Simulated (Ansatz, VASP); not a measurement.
# One calculation of HfC, two programs

```xyz
2
Lattice="0.0000 2.2864 2.2864 2.2864 0.0000 2.2864 2.2864 2.2864 0.0000" Properties=species:S:1:pos:R:3 pbc="T T T"
Hf    0.0000    0.0000    0.0000
C     2.2864    2.2864    2.2864
```

Alike in both runs: task relaxation of cell and atoms; functional LDA; k mesh 16 × 16 × 16; occupations gaussian, width 0.1 eV; no spin polarisation.

```csv
,VASP,Ansatz
version,VASP 6.6.1,Ansatz 0.2.0
potentials or method,"VASP PAW LDA potentials, release 64 (Hf_pv, C), cutoff 600 eV","scalar-relativistic, plane waves, PAW"
valence electrons in the cell,14,30
```

```csv
,VASP,Ansatz,Ansatz less VASP
"gap on the k mesh at the Fermi level, each at its own relaxed structure (eV)",none,none,-
relaxed volume (Å³/atom),11.98,11.95,-0.024
relaxed cell length with the largest relative difference (Å),3.236,3.233,-0.0021
```

Ansatz warns that its potentials were made for another functional, while VASP's fit it. LDA's correlation is that of Perdew and Zunger in VASP and of Perdew and Wang (1992) in Ansatz. A gap of «none» marks a metal or a gap that the smearing closes. VASP's potentials hold 14 valence electrons a cell and Ansatz's 30, so a difference there can come from the potentials and not from the codes.

Spin-orbit coupling is off throughout.
